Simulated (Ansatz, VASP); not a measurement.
Two plane-wave programs on Si

```
Si
1.0
     5.44422    0.00000    0.00000
     0.00000    5.44422    0.00000
     0.00000    0.00000    5.44422
Si
8
Direct
  0.00000 0.00000 0.00000
  0.00000 0.50000 0.50000
  0.50000 0.00000 0.50000
  0.50000 0.50000 0.00000
  0.25000 0.25000 0.25000
  0.25000 0.75000 0.75000
  0.75000 0.25000 0.75000
  0.75000 0.75000 0.25000
```

Alike in both runs: task relaxation of the atoms; functional r2SCAN; k mesh 6 × 6 × 6; no spin polarisation.

|  | VASP | Ansatz |
| --- | --- | --- |
| version | VASP 6.6.1 | Ansatz 0.2.0 |
| potentials or method | VASP PAW PBE potentials, release 64 (Si) | scalar-relativistic, plane waves, PAW |
| plane-wave cutoff (eV) | 520 | 500 |
| occupations | gaussian, width 0.01 eV | fixed |
| valence electrons in the cell | 32 | 32 |

```tsv
	VASP	Ansatz	Ansatz less VASP
gap on the k mesh at the Fermi level, each at its own relaxed structure (eV)	0.79	0.77	-0.015
```

VASP's potentials were made for PBE, not for r2SCAN. Ansatz's warnings: stress scf threshold loose.

Noted on VASP's run: the relaxation stopped at its first step, so nothing moved.
